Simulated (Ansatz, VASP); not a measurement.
## SrCl2 in VASP and in Ansatz

```
CELL_PARAMETERS angstrom
4.53947 0.00000 0.00000
-2.26973 3.93129 0.00000
0.00000 0.00000 5.37185
ATOMIC_POSITIONS crystal
Sr 0.00000 0.00000 0.00000
Cl 0.33333 0.66667 0.24486
Cl 0.66667 0.33333 0.75514
```

Change from the starting cell: epitaxial_xy strain +3.0%.

Alike in both runs: task single point; functional HSE06; k mesh 6 × 6 × 4; no spin polarisation.

|  | VASP | Ansatz |
| --- | --- | --- |
| version | VASP 6.6.1 | Ansatz 0.2.0 |
| potentials or method | VASP PAW PBE potentials, release 64 (Sr_sv, Cl) | plane waves, PAW |
| plane-wave cutoff (eV) | 400 | 420 |
| occupations | gaussian, width 0.01 eV | fixed |
| valence electrons in the cell | 24 | 24 |

VASP gave:

* gap on the k mesh at the Fermi level (eV): 6.16
* pressure (GPa): -0.1
* traceless stress, the component that is largest in VASP (GPa): 1.03
* rms of the force components (eV/Å): 0.016

Question: Which values does Ansatz return?

Answer: gap on the k mesh at the Fermi level (eV): 6.16; pressure (GPa): -0.1; traceless stress, the component that is largest in VASP (GPa): 1.06; rms of the force components (eV/Å): 0.025.

Atom by atom the forces differ by 0.008 eV/Å (rms over components). Ansatz's warnings: stress exchange threshold loose, stress scf threshold loose.
